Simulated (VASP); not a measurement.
A run of VASP 6.6.1 is set up as follows.

Contents of INCAR:

```
PREC = Accurate ; ENCUT = 400
EDIFF = 1E-8 ; ISMEAR = -1
SIGMA = 0.05 ; LREAL = F
LASPH = T ; NELM = 120
ALGO = Normal ; ISIF = 2
LWAVE = F ; LCHARG = F
GGA = PS ; LEFG = T
NBANDS = 18 ; GGA_COMPAT = F
```

Contents of KPOINTS:

```
regular mesh
0
Gamma
  12 12 12
```

File POSCAR:

```
ScPd
1.0
    3.2386296960      0.0000000000      0.0000000000
    0.0000000000      3.2386296960      0.0000000000
    0.0000000000      0.0000000000      3.2386296960
Sc Pd
1 1
Direct
    0.5000000000      0.5000000000      0.5000000000
    0.0000000000      0.0000000000      0.0000000000
```

Potentials or basis: VASP PAW PBE potentials, release 64 (Sc_sv, Pd).

The run is started by

```console
$ cat potpaw_PBE.64/Sc_sv/POTCAR potpaw_PBE.64/Pd/POTCAR > POTCAR
$ mpirun -np 1 vasp_std > vasp.out
```

(1) Estimate the pressure.

Results:

(1) 3.5 GPa.

Caveat: without QUAD_EFG the Cq values of the log hold for a quadrupole moment of 1 mb, not for the nuclei; the PAW data sets were made with another functional, which shifts forces and pressure a little.
